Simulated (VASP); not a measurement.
Crystal: Y2LuN3.

```
Y Lu N
1.0
     3.39178    0.00000    0.00000
    -1.69589    2.93737    0.00000
     0.00000    0.00000    8.27907
Y Lu N
2 1 3
Cartesian
  0.0000 1.9582 5.5122
  1.6959 0.9791 2.7669
  0.0000 0.0000 0.0000
  0.0000 1.9582 1.4291
  1.6959 0.9791 6.8499
  0.0000 0.0000 4.1395
```

The cell was built from a structure type or drawn by symmetry, and may not be a known phase.

```yaml
Program: VASP 6.6.1
Task: relaxation of cell and atoms
Functional: PBE
Potentials_or_basis: VASP PAW PBE potentials, release 64 (Y_sv, Lu, N)
Cutoff: 600 eV
k_mesh: 6 × 6 × 2
Occupations: gaussian, width 0.1 eV
Spin: no spin polarisation
```

At the start: pressure 8.1 GPa; volume 13.75 Å³/atom.

Q: Where does the relaxation end?

A: Over 7 steps the energy falls by 32.5 meV/atom and the volume is 14.35 Å³/atom (+4.4 %); space group P-3m1 (No. 164, to 0.1 Å) before and after.

The path:
| step | energy change (eV) | largest force (eV/Å) | pressure (GPa) | volume (Å³) |
| --- | --- | --- | --- | --- |
| 1 | 0.0000 | 1.2465 | 8.12 | 82.48 |
| 2 | -0.0489 | 0.3801 | -8.04 | 91.08 |
| 3 | -0.1502 | 0.6147 | -1.53 | 87.05 |
| 4 | -0.1876 | 0.2181 | -0.56 | 86.42 |
| 5 | -0.1943 | 0.1441 | 0.12 | 86.01 |
| 6 | -0.1950 | 0.0586 | -0.07 | 86.12 |
| 7 | -0.1951 | 0.0047 | -0.01 | 86.09 |

Final structure:
```xyz
6
Lattice="3.4367 0.0000 0.0000 -1.7183 2.9762 0.0000 0.0000 0.0000 8.4165" Properties=species:S:1:pos:R:3 pbc="T T T"
Y     0.0000    1.9842    5.6296
Y     1.7183    0.9921    2.7869
Lu    0.0000    0.0000    0.0000
N     0.0000    1.9842    1.3645
N     1.7183    0.9921    7.0520
N     0.0000    0.0000    4.2082
```
